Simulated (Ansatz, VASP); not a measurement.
Two plane-wave programs on CaS4

File INCAR:

```
SYSTEM = CaS4
ALGO = Normal
EDIFF = 1E-7
EDIFFG = -0.01
ENCUT = 600
GGA = PE
IBRION = 2
ISIF = 3
ISMEAR = 0
LASPH = .TRUE.
LCHARG = .FALSE.
LREAL = .FALSE.
LWAVE = .FALSE.
NELM = 100
NSW = 100
PREC = Accurate
SIGMA = 0.1
```

File KPOINTS:

```
k-points
0
G
  8 8 8
  0 0 0
```

File POSCAR:

```
CaS4
1.0
    4.6682261040      0.0000000000      0.0000000000
    0.0000000000      4.6682261040      0.0000000000
    0.0000000000      0.0000000000      4.6682261040
Ca S
1 4
Direct
    0.5000000000      0.5000000000      0.5000000000
    0.5000000000      0.0000000000      0.0000000000
    0.0000000000      0.5000000000      0.0000000000
    0.0000000000      0.0000000000      0.5000000000
    0.0000000000      0.0000000000      0.0000000000
```

Input for Ansatz:

```yaml
crystal:
  lattice:
    - [4.668226104, 0.0, 0.0]
    - [0.0, 4.668226104, 0.0]
    - [0.0, 0.0, 4.668226104]
  atoms:
    - { symbol: Ca, position: [0.5, 0.5, 0.5] }
    - { symbol: S, position: [0.5, 0.0, 0.0] }
    - { symbol: S, position: [0.0, 0.5, 0.0] }
    - { symbol: S, position: [0.0, 0.0, 0.5] }
    - { symbol: S, position: [0.0, 0.0, 0.0] }
basis:
  ecutwfc: 420
kpoints:
  mp_grid: { grid: [8, 8, 8] }
hamiltonian:
  xc: pbe
scf:
  occupations: { method: gaussian, width: 0.1 }
output:
  forces: true
  stress: true
  eigenvalues: true
relax:
  adjacent_minimum: "off"
  f_tol: 0.01
  max_steps: 80
  cell: { stress_tol: 0.05 }
```

Alike in both runs: task relaxation of cell and atoms; functional PBE; k mesh 8 × 8 × 8; occupations gaussian, width 0.1 eV; no spin polarisation.

```csv
,VASP,Ansatz
version,VASP 6.6.1,Ansatz 0.2.0
potentials or method,"VASP PAW PBE potentials, release 64 (Ca_sv, S), cutoff 600 eV","scalar-relativistic, plane waves, PAW"
valence electrons in the cell,34,34
```

```tsv
	VASP	Ansatz	Ansatz less VASP
gap on the k mesh at the Fermi level, each at its own relaxed structure (eV)	none	none	-
relaxed volume (Å³/atom)	20.01	20.04	+0.031
relaxed length of the cell vector where the two differ most in proportion (Å)	4.643	4.645	+0.0024
```

A gap of «none» marks a metal or a gap that the smearing closes.
